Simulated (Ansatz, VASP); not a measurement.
Ga2Ag: VASP beside Ansatz

INCAR

```
SYSTEM = Ga2Ag
  ALGO = Normal
  EDIFF = 1E-6
  ENCUT = 520
  GGA = PE
  ISIF = 2
  ISMEAR = -1
  LASPH = .TRUE.
  LCHARG = .TRUE.
  LELF = .TRUE.
  LREAL = .FALSE.
  LVHAR = .TRUE.
  LWAVE = .FALSE.
  NBANDS = 46
  NELM = 60
  PREC = Accurate
  SIGMA = 0.1
```

File KPOINTS:

```
k-points
0
G
  5 5 5
  0 0 0
```

File POSCAR:

```
Ga2Ag
1.0
   -2.2693260000      3.4999410000      3.9731420000
    4.5386520000      0.0000000000      0.0000000000
    2.2693260000      3.4999410000     -3.9731420000
Ga Ag
4 2
Direct
    0.2300000000      0.1700000000      0.8900000000
    0.6100000000      0.1700000000      0.2700000000
    0.7700000000      0.8300000000      0.1100000000
    0.3900000000      0.8300000000      0.7300000000
    0.8900000000      0.6400000000      0.6100000000
    0.1100000000      0.3600000000      0.3900000000
```

Input for Ansatz:

```yaml
crystal:
  lattice:
    - [-2.269326, 3.499941, 3.973142]
    - [4.538652, 0.0, 0.0]
    - [2.269326, 3.499941, -3.973142]
  atoms:
    - { symbol: Ga, position: [0.23, 0.17, 0.89] }
    - { symbol: Ga, position: [0.61, 0.17, 0.27] }
    - { symbol: Ga, position: [0.77, 0.83, 0.11] }
    - { symbol: Ga, position: [0.39, 0.83, 0.73] }
    - { symbol: Ag, position: [0.89, 0.64, 0.61] }
    - { symbol: Ag, position: [0.11, 0.36, 0.39] }
  symmetry: { tolerance: 0.0003 }
kpoints:
  mp_grid: { grid: [5, 5, 5], shift: [0, 0, 0] }
magnetization:
  spin_polarized: false
scf:
  occupations: { method: fermi_dirac }
hamiltonian:
  pseudopotentials: { kind: paw }
  xc: pbe
basis:
  ecutwfc: 420
output:
  forces: true
  stress: true
  eigenvalues: true
```

Alike in both runs: task single point; functional PBE; k mesh 5 × 5 × 5; no spin polarisation.

|  | VASP | Ansatz |
| --- | --- | --- |
| version | VASP 6.6.1 | Ansatz 0.2.0 |
| potentials or method | VASP PAW PBE potentials, release 64 (Ga_d, Ag), cutoff 520 eV | PAW plane waves |
| occupations | fermi-dirac, width 0.1 eV | fermi-dirac |
| valence electrons in the cell | 74 | 90 |

Ansatz gave:

- gap on the k mesh at the Fermi level (eV): none
- pressure (GPa): -0.7
- traceless stress, the component that is largest in VASP (GPa): 1.66
- rms of the force components (eV/Å): 0.442

Question: Which values does VASP return?

Answer: gap on the k mesh at the Fermi level (eV): none; pressure (GPa): -0.6; traceless stress, the component that is largest in VASP (GPa): 1.64; rms of the force components (eV/Å): 0.446.

Atom by atom the forces differ by 0.004 eV/Å (rms over components). A gap of «none» marks a metal or a gap that the smearing closes. VASP's potentials hold 74 valence electrons a cell and Ansatz's 90, so a difference there can come from the potentials and not from the codes.
